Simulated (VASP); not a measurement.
# BaS (Fm-3m) in VASP: notebook, part 2 of 2

VASP 6.6.1.

### Step 3. Single point, PBE (O replaced by S, lengths x 1.083, strained)

The input, INCAR:

```
SYSTEM = BaS
PREC     = Accurate       ! precision mode
ENCUT    = 500            ! plane-wave cutoff, eV
EDIFF    = 1E-6           ! SCF threshold, eV
ISMEAR   = 0              ! smearing method
SIGMA    = 0.1            ! smearing width, eV
LREAL    = .FALSE.        ! projectors in reciprocal space
LASPH    = .TRUE.         ! aspherical terms in the spheres
NELM     = 120            ! most SCF steps
ALGO     = Normal         ! electronic algorithm
ISIF     = 2              ! what is computed and relaxed
LWAVE    = .FALSE.        ! write WAVECAR
LCHARG   = .FALSE.        ! write CHGCAR
GGA      = PE             ! functional
NBANDS   = 15             ! bands
GGA_COMPAT= .FALSE.
```

The input, KPOINTS:

```
regular mesh
0
G
  6 6 6
  0 0 0
```

The input, POSCAR:

```
BaS
1.0
    0.0000000000      3.1049856192      3.1049856192
    3.1049856192      0.0000000000      3.1049856192
    3.1049856192      3.1049856192      0.0000000000
Ba S
1 1
Direct
    0.0000000000      0.0000000000      0.0000000000
    0.5000000000      0.5000000000      0.5000000000
```

Potentials or basis: VASP PAW PBE potentials, release 64 (Ba_sv, S).

On the command line:

```
cat potpaw_PBE.64/Ba_sv/POTCAR potpaw_PBE.64/S/POTCAR > POTCAR
mpirun -np 1 vasp_std > vasp.out
```

OUTCAR:

```text
SYSTEM = BaS
   PREC = Accurate
   ENCUT = 500
   EDIFF = 1E-6
   ISMEAR = 0
   LREAL = .FALSE.
   LASPH = .TRUE.
   NELM = 120
   ISIF = 2
   GGA = PE

 ion  position               nearest neighbor table
   1  0.000  0.000  0.000-   2 3.10   2 3.10   2 3.10   2 3.10   2 3.10   2 3.10
   2  0.500  0.500  0.500-   1 3.10   1 3.10   1 3.10   1 3.10   1 3.10   1 3.10

  LATTYP: Found a face centered cubic cell.
 ALAT       =     6.2099712384

  Lattice vectors:

 A1 = (   0.0000000000,   3.1049856192,   3.1049856192)
 A2 = (   3.1049856192,   0.0000000000,   3.1049856192)
 A3 = (   3.1049856192,   3.1049856192,   0.0000000000)

Analysis of symmetry for initial positions (statically):
=====================================================================
 Subroutine PRICEL returns:
 Original cell was already a primitive cell.

 Routine SETGRP: Setting up the symmetry group for a
 face centered cubic supercell.

 Subroutine GETGRP returns: Found 48 space group operations
 (whereof 48 operations were pure point group operations)
 out of a pool of 48 trial point group operations.

The static configuration has the point symmetry O_h .

Analysis of symmetry for dynamics (positions and initial velocities):
=====================================================================
 Subroutine PRICEL returns:
 Original cell was already a primitive cell.

 Routine SETGRP: Setting up the symmetry group for a
 face centered cubic supercell.

 Subroutine GETGRP returns: Found 48 space group operations
 (whereof 48 operations were pure point group operations)
 out of a pool of 48 trial point group operations.

The dynamic configuration has the point symmetry O_h .

 Subroutine INISYM returns: Found 48 space group operations
 (whereof 48 operations are pure point group operations),
 and found     1 'primitive' translations

----------------------------------------------------------------------------------------

                                     Primitive cell

  volume of cell :      59.8699

  direct lattice vectors                    reciprocal lattice vectors
[... 108 lines left out ...]
   LRPA    =     F    only Hartree local field effects (RPA)
 non-spin polarized calculation
 Gauss-broadening in eV      SIGMA  =   0.10
  energy-cutoff  :      500.00
  volume of cell :       59.87
 maximum number of plane-waves:      1536
   NGX = 17   NGY = 17   NGZ = 17

 number of electron      15.9999999 magnetization

 Free energy of the ion-electron system (eV)
  ---------------------------------------------------
  ext. energy  EPLUGINS =         0.00000000
  ---------------------------------------------------
  free energy    TOTEN  =       -10.06229898 eV

  energy without entropy =      -10.06229898  energy(sigma->0) =      -10.06229898

 E-fermi :   2.4344     XC(G=0):  -8.9831

 val. band max:        1.9196376119   @ k =   0.0000   0.0000   0.0000
 cond. band min:       3.8600845326   @ k =   0.5000   0.5000   0.0000
 fundamental gap:      1.9404469207
 Fermi energy:         2.4344493514

 k-point     1 :       0.0000    0.0000    0.0000
  band No.  band energies     occupation
      1     -23.9054      2.00000
      2      -8.9457      2.00000
      3      -8.9457      2.00000
      4      -8.9457      2.00000
      5      -8.5766      2.00000
      6       1.9196      2.00000
      7       1.9196      2.00000
      8       1.9196      2.00000
      9       5.7796      0.00000
     10       5.7796      0.00000
     11       5.7796      0.00000
     12       5.9506      0.00000
     13       6.7979      0.00000
     14       6.7979      0.00000
[... 257 lines left out ...]
      2      -9.6637      2.00000
      3      -9.5093      2.00000
      4      -9.3103      2.00000
      5      -7.8455      2.00000
      6       0.9218      2.00000
      7       1.4768      2.00000
      8       1.5751      2.00000
      9       5.0778      0.00000
     10       7.6478      0.00000
     11       8.5048      0.00000
     12       9.3134      0.00000
     13       9.8971      0.00000
     14      10.8604      0.00000
     15      12.3491      0.00000

------------------------ aborting loop because EDIFF is reached ----------------------------------------

  FORCE on cell =-STRESS in cart. coord.  units (eV):
  Direction    XX          YY          ZZ          XY          YZ          ZX
  --------------------------------------------------------------------------------------
  -------------------------------------------------------------------------------------
  Total        2.3437275      2.3437275      2.3437275      0.0000000      0.0000000      0.0000000
  in kB       62.7204160     62.7204160     62.7204160      0.0000000      0.0000000      0.0000000
  external PRESSURE =      62.7204160 kB  Pullay stress =       0.0000000 kB

 VOLUME and BASIS-vectors are now :
 -----------------------------------------------------------------------------
  energy-cutoff  :      500.00
  volume of cell :       59.87
      direct lattice vectors                 reciprocal lattice vectors
     0.000000000  3.104985619  3.104985619    -0.161031342  0.161031342  0.161031342
     3.104985619  0.000000000  3.104985619     0.161031342 -0.161031342  0.161031342
     3.104985619  3.104985619  0.000000000     0.161031342  0.161031342 -0.161031342

 POSITION                                       TOTAL-FORCE (eV/Angst)
 -----------------------------------------------------------------------------------
      0.00000      0.00000      0.00000        -0.000000      0.000000      0.000000
      3.10499      3.10499      3.10499         0.000000     -0.000000     -0.000000
 -----------------------------------------------------------------------------------
    total drift:                                0.000000     -0.000000     -0.000000

  FREE ENERGIE OF THE ION-ELECTRON SYSTEM (eV)
  ---------------------------------------------------
  free  energy   TOTEN  =       -10.0622989767 eV

  energy  without entropy=      -10.0622989767  energy(sigma->0) =      -10.06229898
```

Wall time 14 s (1 thread of Intel Xeon Platinum 8259CL at 2.50GHz (Skylake/Cascade Lake), shared host); peak memory 0.17 GiB.

Results:

```yaml
Free_energy: -10.0623 eV
Pressure: 6.3 GPa
Band_gap_on_the_k_mesh: 1.94 eV (least direct gap 2.02 eV)
```

Levels at points of the mesh, in eV from the valence-band top:
| k point | band 5 | band 6 | band 7 | band 8 | band 9 | band 10 | band 11 | band 12 |
| --- | --- | --- | --- | --- | --- | --- | --- | --- |
| (0.00, 0.00, 0.00) | -10.50 | 0.00 | 0.00 | 0.00 | 3.86 | 3.86 | 3.86 | 4.03 |
| (0.50, 0.00, 0.00) | -8.84 | -2.13 | -1.26 | -1.26 | 5.83 | 5.94 | 6.63 | 6.63 |
| (0.50, 0.50, 0.00) | -10.43 | -0.40 | -0.08 | -0.08 | 1.94 | 6.14 | 6.56 | 7.95 |

Caveat: the cell differs from its parent crystal (O replaced by S, lengths x 1.083, strained); the cell stands under pressure; spin-orbit coupling is left out, which moves the levels of the heavy elements. A k mesh can miss the band edges.

### Step 4. Single point, PBE (O replaced by S, lengths x 1.083, strained)

The input, INCAR:

```
SYSTEM = BaS
PREC = Accurate
ENCUT = 500
EDIFF = 1E-6
ISMEAR = 0
SIGMA = 0.02
LREAL = .FALSE.
LASPH = .TRUE.
NELM = 120
ALGO = Normal
ISIF = 2
LWAVE = .FALSE.
LCHARG = .FALSE.
GGA = PE
NBANDS = 15
GGA_COMPAT = .FALSE.
```

The input, KPOINTS:

```
Automatic mesh
0
G
  8 8 8
  0 0 0
```

The input, POSCAR:

```
BaS
1.0
    0.0000000000      2.9146272918      2.9146272918
    2.9146272918      0.0000000000      2.9146272918
    2.9146272918      2.9146272918      0.0000000000
Ba S
1 1
Direct
    0.0000000000      0.0000000000      0.0000000000
    0.5000000000      0.5000000000      0.5000000000
```

Potentials or basis: VASP PAW PBE potentials, release 64 (Ba_sv, S).

On the command line:

```
cat potpaw_PBE.64/Ba_sv/POTCAR potpaw_PBE.64/S/POTCAR > POTCAR
mpirun -np 1 vasp_std > vasp.out
```

OUTCAR:

```text
SYSTEM = BaS
   PREC = Accurate
   ENCUT = 500
   EDIFF = 1E-6
   ISMEAR = 0
   LREAL = .FALSE.
   LASPH = .TRUE.
   NELM = 120
   ISIF = 2
   GGA = PE

 ion  position               nearest neighbor table
   1  0.000  0.000  0.000-   2 2.91   2 2.91   2 2.91   2 2.91   2 2.91   2 2.91
   2  0.500  0.500  0.500-   1 2.91   1 2.91   1 2.91   1 2.91   1 2.91   1 2.91

  LATTYP: Found a face centered cubic cell.
 ALAT       =     5.8292545836

  Lattice vectors:

 A1 = (   0.0000000000,   2.9146272918,   2.9146272918)
 A2 = (   2.9146272918,   0.0000000000,   2.9146272918)
 A3 = (   2.9146272918,   2.9146272918,   0.0000000000)
[... 609 lines left out ...]
     12      11.6592      0.00000
     13      12.6244      0.00000
     14      13.4329      0.00000
     15      14.4607      0.00000

 [... further k-points ...]
[... 5 lines left out ...]
  --------------------------------------------------------------------------------------
  -------------------------------------------------------------------------------------
  Total        7.7747115      7.7747115      7.7747115      0.0000000     -0.0000000      0.0000000
  in kB      251.5450574    251.5450574    251.5450574      0.0000000     -0.0000000      0.0000000
  external PRESSURE =     251.5450574 kB  Pullay stress =       0.0000000 kB

 VOLUME and BASIS-vectors are now :
 -----------------------------------------------------------------------------
  energy-cutoff  :      500.00
  volume of cell :       49.52
      direct lattice vectors                 reciprocal lattice vectors
     0.000000000  2.914627292  2.914627292    -0.171548521  0.171548521  0.171548521
     2.914627292  0.000000000  2.914627292     0.171548521 -0.171548521  0.171548521
     2.914627292  2.914627292  0.000000000     0.171548521  0.171548521 -0.171548521

 POSITION                                       TOTAL-FORCE (eV/Angst)
 -----------------------------------------------------------------------------------
      0.00000      0.00000      0.00000        -0.000000      0.000000     -0.000000
      2.91463      2.91463      2.91463         0.000000      0.000000      0.000000
 -----------------------------------------------------------------------------------
    total drift:                               -0.000000      0.000000      0.000000

  FREE ENERGIE OF THE ION-ELECTRON SYSTEM (eV)
  ---------------------------------------------------
  free  energy   TOTEN  =        -9.1357928108 eV

  energy  without entropy=       -9.1357928108  energy(sigma->0) =       -9.13579281
```

stdout:

```text
POSCAR found type information on POSCAR BaS
 POSCAR found :  2 types and       2 ions
 scaLAPACK will be used
 LDA part: xc-table for (Slater+PW92), standard interpolation
 POSCAR, INCAR and KPOINTS ok, starting setup
 FFT: planning ... GRIDC
 FFT: planning ... GRID_SOFT
 FFT: planning ... GRID
 WAVECAR not read
 entering main loop
```

Wall time 26 s (1 thread of Intel Xeon Platinum 8259CL at 2.50GHz (Skylake/Cascade Lake), shared host); peak memory 0.17 GiB.

Results:

```
Free energy            : -9.1358 eV
Pressure               : 25.2 GPa
Band gap on the k mesh : 1.25 eV
```

Caveat: the cell differs from its parent crystal (O replaced by S, lengths x 1.083, strained); the cell stands under pressure; spin-orbit coupling is left out, which moves the levels of the heavy elements. A k mesh can miss the band edges.

### Step 5. Single point, PBE (O replaced by S, lengths x 1.083, strained)

The input, INCAR:

```
PREC     = Accurate       # precision mode
ENCUT    = 500            # plane-wave cutoff, eV
EDIFF    = 1E-6           # SCF threshold, eV
ISMEAR   = 0              # smearing method
SIGMA    = 0.02           # smearing width, eV
LREAL    = F              # projectors in reciprocal space
LASPH    = T              # aspherical terms in the spheres
NELM     = 120            # most SCF steps
ALGO     = Normal         # electronic algorithm
ISIF     = 2              # what is computed and relaxed
LWAVE    = F              # write WAVECAR
LCHARG   = F              # write CHGCAR
GGA      = PE             # functional
NBANDS   = 15             # bands
GGA_COMPAT= F
```

The input, KPOINTS:

```
Automatic mesh
0
Gamma
  8 8 8
```

The input, POSCAR:

```
BaS
1.0
    0.0000000000      3.1049856192      3.1049856192
    3.1049856192      0.0000000000      3.1049856192
    3.1049856192      3.1049856192      0.0000000000
Ba S
1 1
Direct
    0.0000000000      0.0000000000      0.0000000000
    0.5000000000      0.5000000000      0.5000000000
```

On the command line:

```
cat potpaw_PBE.64/Ba_sv/POTCAR potpaw_PBE.64/S/POTCAR > POTCAR
mpirun -np 1 vasp_std > vasp.out
```

It took 26 s on 1 thread of Intel Xeon Platinum 8259CL at 2.50GHz (Skylake/Cascade Lake), shared host; peak memory 0.18 GiB.

It converged, with:

```yaml
Free_energy: -10.0626 eV
Pressure: 6.3 GPa
Band_gap_on_the_k_mesh: 1.94 eV (least direct gap 2.02 eV)
```

Levels at points of the mesh, in eV from the valence-band top:
```
           k point  band 4  band 5  band 6  band 7  band 8  band 9  band 10  band 11  band 12  band 13
(0.00, 0.00, 0.00)  -10.86  -10.50    0.00    0.00    0.00    3.86     3.86     3.86     4.03     4.88
(0.50, 0.00, 0.00)  -10.91   -8.84   -2.13   -1.26   -1.26    5.83     5.94     6.63     6.63     9.22
(0.50, 0.50, 0.00)  -11.13  -10.43   -0.40   -0.08   -0.08    1.94     6.14     6.56     7.95     7.95
```

Caveat: the cell differs from its parent crystal (O replaced by S, lengths x 1.083, strained); the cell stands under pressure; spin-orbit coupling is left out, which moves the levels of the heavy elements.

### Step 6. The runs side by side

| cell | k mesh | smearing | gap on the mesh (eV) | pressure (GPa) |
| --- | --- | --- | --- | --- |
| a = 4.122 Å, angles 60.0°, 2 atoms | 6 × 6 × 6 | gaussian 0.1 eV | 1.25 | 25.2 |
| a = 4.391 Å, angles 60.0°, 2 atoms | 6 × 6 × 6 | gaussian 0.1 eV | 1.94 | 6.3 |
| a = 4.122 Å, angles 60.0°, 2 atoms | 8 × 8 × 8 | gaussian 0.02 eV | 1.25 | 25.2 |
| a = 4.391 Å, angles 60.0°, 2 atoms | 8 × 8 × 8 | gaussian 0.02 eV | 1.94 | 6.3 |

Alike in all rows: task single point; level PBE; potentials or basis VASP PAW PBE potentials, release 64 (Ba_sv, S); no spin polarisation; cutoff (eV) 500.

Caveats: the cell stands under pressure; spin-orbit coupling is left out, which moves the levels of the heavy elements.

Absolute energies hang on the potentials; compare differences alone.
